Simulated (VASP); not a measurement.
# Al3Au (I4/mmm) in VASP: notebook, part 2 of 2

VASP 6.6.1.

## (3) Single point, PBE

This run uses another cell than the first one, of 15.64 Å³/atom.

File INCAR:

```
SYSTEM = Al3Au
PREC     = Accurate       ! precision mode
ENCUT    = 520            ! plane-wave cutoff, eV
EDIFF    = 1E-7           ! SCF threshold, eV
ISMEAR   = -1             ! smearing method
SIGMA    = 0.05           ! smearing width, eV
LREAL    = .FALSE.        ! projectors in reciprocal space
LASPH    = .TRUE.         ! aspherical terms in the spheres
NELM     = 60             ! most SCF steps
ALGO     = Normal         ! electronic algorithm
ISIF     = 2              ! what is computed and relaxed
LWAVE    = .FALSE.        ! write WAVECAR
LCHARG   = .TRUE.         ! write CHGCAR
GGA      = PE             ! functional
LELF     = .TRUE.         ! ELF
LVHAR    = .TRUE.       
NBANDS   = 18             ! bands
```

File KPOINTS:

```
regular mesh
0
G
  9 9 9
  0 0 0
```

File POSCAR:

```
Al3Au
1.0
   -1.9839880723      1.9839880723      3.9737890086
    1.9839880723     -1.9839880723      3.9737890086
    1.9839880723      1.9839880723     -3.9737890086
Au Al
1 3
Direct
    0.0000000000      0.0000000000      0.0000000000
    0.5000000000      0.5000000000      0.0000000000
    0.2500000000      0.7500000000      0.5000000000
    0.7500000000      0.2500000000      0.5000000000
```

Potentials or basis: VASP PAW PBE potentials, release 64 (Au, Al).

On the command line:

```console
$ cat potpaw_PBE.64/Au/POTCAR potpaw_PBE.64/Al/POTCAR > POTCAR
$ mpirun -np 1 vasp_std > vasp.out
```

OUTCAR:

```text
SYSTEM = Al3Au
   PREC = Accurate
   ENCUT = 520
   EDIFF = 1E-7
   ISMEAR = -1
   LREAL = .FALSE.
   LASPH = .TRUE.
   NELM = 60
   ISIF = 2
   GGA = PE

 ion  position               nearest neighbor table
   1  0.000  0.000  0.000-   2 2.81   2 2.81   2 2.81   2 2.81   4 2.81   3 2.81   4 2.81   3 2.81
                             4 2.81   4 2.81   3 2.81   3 2.81
   2  0.500  0.500  0.000-   1 2.81   1 2.81   1 2.81   1 2.81   4 2.81   3 2.81   4 2.81   4 2.81
                             3 2.81   3 2.81   4 2.81   3 2.81
   3  0.250  0.750  0.500-   4 2.81   4 2.81   4 2.81   4 2.81   2 2.81   1 2.81   2 2.81   2 2.81
                             1 2.81   1 2.81   2 2.81   1 2.81
   4  0.750  0.250  0.500-   3 2.81   3 2.81   3 2.81   3 2.81   2 2.81   1 2.81   2 2.81   1 2.81
                             2 2.81   2 2.81   1 2.81   1 2.81

  LATTYP: Found a body centered tetragonal cell.
 ALAT       =     3.9679761446
 C/A-ratio  =     2.0029298886

  Lattice vectors:

 A1 = (  -1.9839880723,   1.9839880723,   3.9737890086)
 A2 = (   1.9839880723,  -1.9839880723,   3.9737890086)
 A3 = (   1.9839880723,   1.9839880723,  -3.9737890086)

Analysis of symmetry for initial positions (statically):
=====================================================================
 Subroutine PRICEL returns:
 Original cell was already a primitive cell.

 Routine SETGRP: Setting up the symmetry group for a
 body centered tetragonal supercell.

 Subroutine GETGRP returns: Found 16 space group operations
 (whereof 16 operations were pure point group operations)
 out of a pool of 16 trial point group operations.

The static configuration has the point symmetry D_4h.

Analysis of symmetry for dynamics (positions and initial velocities):
=====================================================================
 Subroutine PRICEL returns:
 Original cell was already a primitive cell.

 Routine SETGRP: Setting up the symmetry group for a
[... 128 lines left out ...]
   IMIX   =      4    mixing-type and parameters
     AMIX     =   0.40;   BMIX     =  1.00
     AMIX_MAG =   1.60;   BMIX_MAG =  1.00
  volume/ion in A,a.u.               =      15.64       105.56
  Fermi-wavevector in a.u.,A,eV,Ry     =   1.119362  2.115287 17.047707  1.252971
  Thomas-Fermi vector in A             =   2.256000
   LORBIT       =      0    0 simple, 1 ext, 2 COOP (PROOUT), +10 PAW based schemes
   GGA     = PE    functional components
   LHFCALC =     F    Hartree Fock is set to
   AEXX    =    0.0000 exact exchange contribution
   IVDW    =     0    specifies the selected vdW correction
   LEPSILON=     F    determine dielectric tensor
   LRPA    =     F    only Hartree local field effects (RPA)
 non-spin polarized calculation
  energy-cutoff  :      520.00
  volume of cell :       62.57
 maximum number of plane-waves:      1726
   NGX = 19   NGY = 19   NGZ = 19

 number of electron      20.0000000 magnetization

 Free energy of the ion-electron system (eV)
  ---------------------------------------------------
  ext. energy  EPLUGINS =         0.00000000
  ---------------------------------------------------
  free energy    TOTEN  =       -14.86461757 eV

  energy without entropy =      -14.85462259  energy(sigma->0) =      -14.85962008

 E-fermi :   9.5799     XC(G=0): -11.1068

 val. band max:        9.5764627212   @ k =  -0.1111  -0.3333   0.1111
 cond. band min:       9.5982283293   @ k =  -0.4444   0.1111   0.0000
 fundamental gap:      0.0217656081
 Fermi energy:         9.5798573963

 k-point     1 :       0.0000    0.0000    0.0000
  band No.  band energies     occupation
      1      -2.1569      2.00000
      2       3.1349      2.00000
      3       3.2270      2.00000
      4       3.4446      2.00000
      5       3.4446      2.00000
      6       3.9900      2.00000
[... 481 lines left out ...]
      5       3.6097      2.00000
      6       4.3317      2.00000
[... 10 lines left out ...]
     17      19.3149      0.00000
     18      20.3846      0.00000

 [... further k-points ...]

------------------------ aborting loop because EDIFF is reached ----------------------------------------

  FORCE on cell =-STRESS in cart. coord.  units (eV):
  Direction    XX          YY          ZZ          XY          YZ          ZX
  --------------------------------------------------------------------------------------
  -------------------------------------------------------------------------------------
  Total        2.8394251      2.8394251      2.6384009      0.0000000      0.0000000     -0.0000000
  in kB       72.7106608     72.7106608     67.5629269      0.0000000      0.0000000     -0.0000000
  external PRESSURE =      70.9947495 kB  Pullay stress =       0.0000000 kB

 VOLUME and BASIS-vectors are now :
 -----------------------------------------------------------------------------
  energy-cutoff  :      520.00
  volume of cell :       62.57
      direct lattice vectors                 reciprocal lattice vectors
    -1.983988072  1.983988072  3.973789009     0.000000000  0.252017644  0.125824496
     1.983988072 -1.983988072  3.973789009     0.252017644  0.000000000  0.125824496
     1.983988072  1.983988072 -3.973789009     0.252017644  0.252017644  0.000000000

 POSITION                                       TOTAL-FORCE (eV/Angst)
 -----------------------------------------------------------------------------------
      0.00000      0.00000      0.00000         0.000000      0.000000      0.000000
      0.00000      0.00000      3.97379         0.000000      0.000000      0.000000
      1.98399     -0.00000      1.98689        -0.000000      0.000000      0.000000
     -0.00000      1.98399      1.98689         0.000000     -0.000000     -0.000000
 -----------------------------------------------------------------------------------
    total drift:                               -0.000000      0.000000      0.000000

  FREE ENERGIE OF THE ION-ELECTRON SYSTEM (eV)
  ---------------------------------------------------
  free  energy   TOTEN  =       -14.8646175713 eV

  energy  without entropy=      -14.8546225880  energy(sigma->0) =      -14.85962008
```

OSZICAR:

```text
N       E                     dE             d eps       ncg     rms          rms(c)
DAV:   1     0.601887432305E+02    0.60189E+02   -0.85010E+03  2724   0.956E+02
DAV:   2    -0.142840164501E+02   -0.74473E+02   -0.70006E+02  3120   0.169E+02
DAV:   3    -0.164354537200E+02   -0.21514E+01   -0.21199E+01  3384   0.260E+01
DAV:   4    -0.164499931303E+02   -0.14539E-01   -0.14534E-01  3186   0.247E+00
DAV:   5    -0.164501546745E+02   -0.16154E-03   -0.16154E-03  3218   0.280E-01    0.105E+01
DAV:   6    -0.150507905302E+02    0.13994E+01   -0.81648E+00  2846   0.267E+01    0.902E+00
DAV:   7    -0.149000252819E+02    0.15077E+00   -0.56821E-01  2814   0.794E+00    0.397E+00
DAV:   8    -0.148701345055E+02    0.29891E-01   -0.62692E-02  2980   0.179E+00    0.640E-01
DAV:   9    -0.148646058063E+02    0.55287E-02   -0.13782E-02  2934   0.124E+00    0.121E-01
DAV:  10    -0.148646216374E+02   -0.15831E-04   -0.50413E-04  3096   0.179E-01    0.643E-02
DAV:  11    -0.148646192177E+02    0.24197E-05   -0.77399E-06  3196   0.203E-02    0.215E-02
DAV:  12    -0.148646178651E+02    0.13527E-05   -0.14595E-06  3208   0.102E-02    0.507E-03
DAV:  13    -0.148646176037E+02    0.26140E-06   -0.34719E-07  2858   0.638E-03    0.160E-03
DAV:  14    -0.148646175713E+02    0.32306E-07   -0.73802E-08  1548   0.225E-03
   1 F= -.14864618E+02 E0= -.14859620E+02  d E =-.999498E-02
```

stdout:

```text
POSCAR found type information on POSCAR AuAl
 POSCAR found :  2 types and       4 ions
 scaLAPACK will be used
 LDA part: xc-table for (Slater+PW92), standard interpolation
 POSCAR, INCAR and KPOINTS ok, starting setup
 FFT: planning ... GRIDC
 FFT: planning ... GRID_SOFT
 FFT: planning ... GRID
 WAVECAR not read
 entering main loop
```

Run time: 1.8 min. Hardware: 1 thread of Intel Xeon 8259CL, shared host; peak memory 0.25 GiB.

What came out:

* Free energy: -14.8646 eV
* Pressure: 7.1 GPa
* Band gap on the k mesh: zero (bands 10 and 11 overlap by 3.14 eV)

Caveat: the cell stands under pressure; spin-orbit coupling is left out, which moves the levels of the heavy elements.

## (4) Single point, LDA

This run uses another cell than the first one, of 16.97 Å³/atom.

File INCAR:

```
SYSTEM = Al3Au
PREC = Accurate
ENCUT = 520
EDIFF = 1E-7
ISMEAR = -1
SIGMA = 0.05
LREAL = .FALSE.
LASPH = .TRUE.
NELM = 80
ALGO = Normal
ISIF = 2
LWAVE = .FALSE.
LCHARG = .FALSE.
GGA = CA
NBANDS = 18
```

File KPOINTS:

```
Automatic mesh
0
G
  9 9 9
  0 0 0
```

File POSCAR:

```
Al3Au
1.0
   -2.0387461922      2.0387461922      4.0834656836
    2.0387461922     -2.0387461922      4.0834656836
    2.0387461922      2.0387461922     -4.0834656836
Au Al
1 3
Direct
    0.0000000000      0.0000000000      0.0000000000
    0.5000000000      0.5000000000      0.0000000000
    0.2500000000      0.7500000000      0.5000000000
    0.7500000000      0.2500000000      0.5000000000
```

Potentials or basis: VASP PAW LDA potentials, release 64 (Au, Al).

On the command line:

```console
$ cat potpaw_LDA.64/Au/POTCAR potpaw_LDA.64/Al/POTCAR > POTCAR
$ mpirun -np 1 vasp_std > vasp.out
```

It took 2.6 min on 1 thread of Intel Xeon 8259CL, shared host; peak memory 0.25 GiB.

The run converged. Its results:

| Property | Result |
| --- | --- |
| Free energy | -17.4895 eV |
| Pressure | -6.4 GPa |
| Band gap on the k mesh | zero (bands 10 and 11 overlap by 3.21 eV) |

Stress tensor (GPa, compression positive):
```
-6.26  0.00  0.00
 0.00 -6.26  0.00
 0.00  0.00 -6.68
```

Levels at points of the mesh, in eV from the Fermi level:
```tsv
k point	band 6	band 7	band 8	band 9	band 10	band 11	band 12	band 13	band 14	band 15
(0.00, 0.00, 0.00)	-5.22	-2.53	0.08	0.08	0.30	0.54	0.82	0.82	0.96	1.99
```

Caveat: the cell stands under tension; spin-orbit coupling is left out, which moves the levels of the heavy elements.

## (5) Single point, PBE

This run uses another cell than the first one, of 16.97 Å³/atom.

File INCAR:

```
SYSTEM = Al3Au
PREC = Accurate ; ENCUT = 520
EDIFF = 1E-7 ; ISMEAR = -1
SIGMA = 0.05 ; LREAL = .False.
LASPH = .True. ; NELM = 60
ALGO = Normal ; ISIF = 2
LWAVE = .False. ; LCHARG = .False.
GGA = PE ; NBANDS = 18
```

File KPOINTS:

```
regular mesh
0
Gamma
  9 9 9
  0 0 0
```

POSCAR is that of step 4.

Potentials or basis: VASP PAW PBE potentials, release 64 (Au, Al).

On the command line:

```console
$ cat potpaw_PBE.64/Au/POTCAR potpaw_PBE.64/Al/POTCAR > POTCAR
$ mpirun -np 1 vasp_std > vasp.out
```

OUTCAR:

```text
SYSTEM = Al3Au
   PREC = Accurate
   ENCUT = 520
   EDIFF = 1E-7
   ISMEAR = -1
   LREAL = .False.
   LASPH = .True.
   NELM = 60
   ISIF = 2
   GGA = PE

 ion  position               nearest neighbor table
   1  0.000  0.000  0.000-   2 2.88   2 2.88   2 2.88   2 2.88   4 2.89   3 2.89   4 2.89   3 2.89
                             4 2.89   4 2.89   3 2.89   3 2.89
   2  0.500  0.500  0.000-   1 2.88   1 2.88   1 2.88   1 2.88   4 2.89   3 2.89   4 2.89   3 2.89
                             3 2.89   3 2.89   4 2.89   4 2.89
   3  0.250  0.750  0.500-   4 2.88   4 2.88   4 2.88   4 2.88   2 2.89   1 2.89   2 2.89   1 2.89
                             1 2.89   1 2.89   2 2.89   2 2.89
   4  0.750  0.250  0.500-   3 2.88   3 2.88   3 2.88   3 2.88   2 2.89   1 2.89   2 2.89   1 2.89
                             2 2.89   2 2.89   1 2.89   1 2.89

  LATTYP: Found a body centered tetragonal cell.
 ALAT       =     4.0774923844
 C/A-ratio  =     2.0029298886

  Lattice vectors:

 A1 = (  -2.0387461922,   2.0387461922,   4.0834656836)
 A2 = (   2.0387461922,  -2.0387461922,   4.0834656836)
 A3 = (   2.0387461922,   2.0387461922,  -4.0834656836)

Analysis of symmetry for initial positions (statically):
[... 181 lines left out ...]
 fundamental gap:      0.0543018214
 Fermi energy:         8.5486674129

 k-point     1 :       0.0000    0.0000    0.0000
  band No.  band energies     occupation
      1      -2.5132      2.00000
      2       2.6201      2.00000
      3       2.6719      2.00000
      4       2.8733      2.00000
      5       2.8733      2.00000
      6       3.3607      2.00000
[... 481 lines left out ...]
      5       3.0167      2.00000
      6       3.6753      2.00000
[... 10 lines left out ...]
     17      17.8507      0.00000
     18      18.9729      0.00000

 [... further k-points ...]

------------------------ aborting loop because EDIFF is reached ----------------------------------------

  FORCE on cell =-STRESS in cart. coord.  units (eV):
  Direction    XX          YY          ZZ          XY          YZ          ZX
  --------------------------------------------------------------------------------------
  -------------------------------------------------------------------------------------
  Total       -0.5988351     -0.5988351     -0.7483982      0.0000000      0.0000000      0.0000000
  in kB      -14.1319656    -14.1319656    -17.6615201      0.0000000      0.0000000      0.0000000
  external PRESSURE =     -15.3084838 kB  Pullay stress =       0.0000000 kB

 VOLUME and BASIS-vectors are now :
 -----------------------------------------------------------------------------
  energy-cutoff  :      520.00
  volume of cell :       67.89
      direct lattice vectors                 reciprocal lattice vectors
    -2.038746192  2.038746192  4.083465684     0.000000000  0.245248772  0.122445011
     2.038746192 -2.038746192  4.083465684     0.245248772  0.000000000  0.122445011
     2.038746192  2.038746192 -4.083465684     0.245248772  0.245248772  0.000000000

 POSITION                                       TOTAL-FORCE (eV/Angst)
 -----------------------------------------------------------------------------------
      0.00000      0.00000      0.00000         0.000000     -0.000000     -0.000000
      0.00000      0.00000      4.08347         0.000000     -0.000000     -0.000000
      2.03875     -0.00000      2.04173        -0.000000      0.000000      0.000000
     -0.00000      2.03875      2.04173        -0.000000      0.000000     -0.000000
 -----------------------------------------------------------------------------------
    total drift:                               -0.000000     -0.000000      0.000000

  FREE ENERGIE OF THE ION-ELECTRON SYSTEM (eV)
  ---------------------------------------------------
  free  energy   TOTEN  =       -14.9472932255 eV

  energy  without entropy=      -14.9357080634  energy(sigma->0) =      -14.94150064
```

OSZICAR:

```text
N       E                     dE             d eps       ncg     rms          rms(c)
DAV:   1     0.592564810611E+02    0.59256E+02   -0.83252E+03  2716   0.947E+02
DAV:   2    -0.140563440285E+02   -0.73313E+02   -0.68682E+02  3072   0.167E+02
DAV:   3    -0.162592817944E+02   -0.22029E+01   -0.21791E+01  3426   0.259E+01
DAV:   4    -0.162741926941E+02   -0.14911E-01   -0.14902E-01  3092   0.248E+00
DAV:   5    -0.162743660399E+02   -0.17335E-03   -0.17334E-03  3266   0.288E-01    0.899E+00
DAV:   6    -0.151132977355E+02    0.11611E+01   -0.69690E+00  2862   0.245E+01    0.806E+00
DAV:   7    -0.149791285531E+02    0.13417E+00   -0.48695E-01  2816   0.733E+00    0.353E+00
DAV:   8    -0.149524876895E+02    0.26641E-01   -0.66971E-02  2956   0.184E+00    0.547E-01
DAV:   9    -0.149472833285E+02    0.52044E-02   -0.14340E-02  2962   0.124E+00    0.124E-01
DAV:  10    -0.149472954050E+02   -0.12077E-04   -0.52960E-04  3078   0.179E-01    0.535E-02
DAV:  11    -0.149472943934E+02    0.10116E-05   -0.89350E-06  3158   0.223E-02    0.213E-02
DAV:  12    -0.149472935375E+02    0.85587E-06   -0.24590E-06  3158   0.130E-02    0.530E-03
DAV:  13    -0.149472932857E+02    0.25183E-06   -0.46686E-07  2856   0.709E-03    0.182E-03
DAV:  14    -0.149472932255E+02    0.60247E-07   -0.11662E-07  1548   0.284E-03
   1 F= -.14947293E+02 E0= -.14941501E+02  d E =-.115852E-01
```

stdout:

```text
POSCAR found type information on POSCAR AuAl
 POSCAR found :  2 types and       4 ions
 scaLAPACK will be used
 LDA part: xc-table for (Slater+PW92), standard interpolation
 POSCAR, INCAR and KPOINTS ok, starting setup
 FFT: planning ... GRIDC
 FFT: planning ... GRID_SOFT
 FFT: planning ... GRID
 WAVECAR not read
 entering main loop
```

It took 3.1 min on 1 thread of Intel Xeon 8259CL, shared host; peak memory 0.29 GiB.

What came out:

```
Free energy            : -14.9473 eV
Pressure               : -1.5 GPa
Band gap on the k mesh : zero (bands 10 and 11 overlap by 3.18 eV)
```

Caveat: spin-orbit coupling is left out, which moves the levels of the heavy elements.

## (6) Single point, LDA

This run uses another cell than the first one, of 17.31 Å³/atom.

File INCAR:

```
SYSTEM = Al3Au
ALGO     = Normal         ! electronic algorithm
EDIFF    = 1E-7           ! SCF threshold, eV
ENCUT    = 520            ! plane-wave cutoff, eV
GGA      = CA             ! functional
ISIF     = 2              ! what is computed and relaxed
ISMEAR   = -1             ! smearing method
LASPH    = .True.         ! aspherical terms in the spheres
LCHARG   = .False.        ! write CHGCAR
LREAL    = .False.        ! projectors in reciprocal space
LWAVE    = .False.        ! write WAVECAR
NBANDS   = 18             ! bands
NELM     = 60             ! most SCF steps
PREC     = Accurate       ! precision mode
SIGMA    = 0.05           ! smearing width, eV
```

File KPOINTS:

```
k-points
0
Gamma
  9 9 9
  0 0 0
```

File POSCAR:

```
Al3Au
1.0
   -2.0519851748      2.0519851748      4.1099824375
    2.0519851748     -2.0519851748      4.1099824375
    2.0519851748      2.0519851748     -4.1099824375
Au Al
1 3
Direct
    0.0000000000      0.0000000000      0.0000000000
    0.5000000000      0.5000000000      0.0000000000
    0.2500000000      0.7500000000      0.5000000000
    0.7500000000      0.2500000000      0.5000000000
```

Potentials or basis: VASP PAW LDA potentials, release 64 (Au, Al).

On the command line:

```console
$ cat potpaw_LDA.64/Au/POTCAR potpaw_LDA.64/Al/POTCAR > POTCAR
$ mpirun -np 1 vasp_std > vasp.out
```

Wall time 2.9 min (1 thread of Intel Xeon 8259CL, shared host); peak memory 0.25 GiB.

Results (log left out):

| Item | Value |
| --- | --- |
| Free energy | -17.4307 eV |
| Pressure | -7.8 GPa |
| Band gap on the k mesh | zero (bands 10 and 11 overlap by 3.23 eV) |

Stress tensor (GPa, compression positive):
```
-7.67  0.00  0.00
 0.00 -7.67  0.00
 0.00  0.00 -8.07
```

Levels at points of the mesh, in eV from the Fermi level:
| k point | band 7 | band 8 | band 9 | band 10 | band 11 | band 12 | band 13 | band 14 |
| --- | --- | --- | --- | --- | --- | --- | --- | --- |
| (0.00, 0.00, 0.00) | -2.47 | 0.11 | 0.11 | 0.26 | 0.46 | 0.81 | 0.81 | 1.00 |

Caveat: the cell stands under tension; spin-orbit coupling is left out, which moves the levels of the heavy elements.

## (7) Summary

```tsv
level	potentials or basis	cell	gap on the mesh (eV)	pressure (GPa)
LDA	VASP PAW LDA potentials, release 64 (Au, Al)	a = 4.966 Å, angles 131.9, 131.9, 70.4°, 4 atoms	none	-4.8
PBE	VASP PAW PBE potentials, release 64 (Au, Al)	a = 4.865 Å, angles 131.9, 131.9, 70.4°, 4 atoms	none	7.1
LDA	VASP PAW LDA potentials, release 64 (Au, Al)	a = 4.999 Å, angles 131.9, 131.9, 70.4°, 4 atoms	none	-6.4
PBE	VASP PAW PBE potentials, release 64 (Au, Al)	a = 4.999 Å, angles 131.9, 131.9, 70.4°, 4 atoms	none	-1.5
LDA	VASP PAW LDA potentials, release 64 (Au, Al)	a = 5.031 Å, angles 131.9, 131.9, 70.4°, 4 atoms	none	-7.8
```

Alike in all rows: task single point; no spin polarisation; k mesh 9 × 9 × 9; cutoff (eV) 520; smearing fermi-dirac 0.05 eV.

Caveats: spin-orbit coupling is left out, which moves the levels of the heavy elements; the cell stands under tension (at least some runs); the cell stands under pressure (at least some runs).

Total energies depend on the potentials used, so only differences within one code and one set of settings carry meaning.
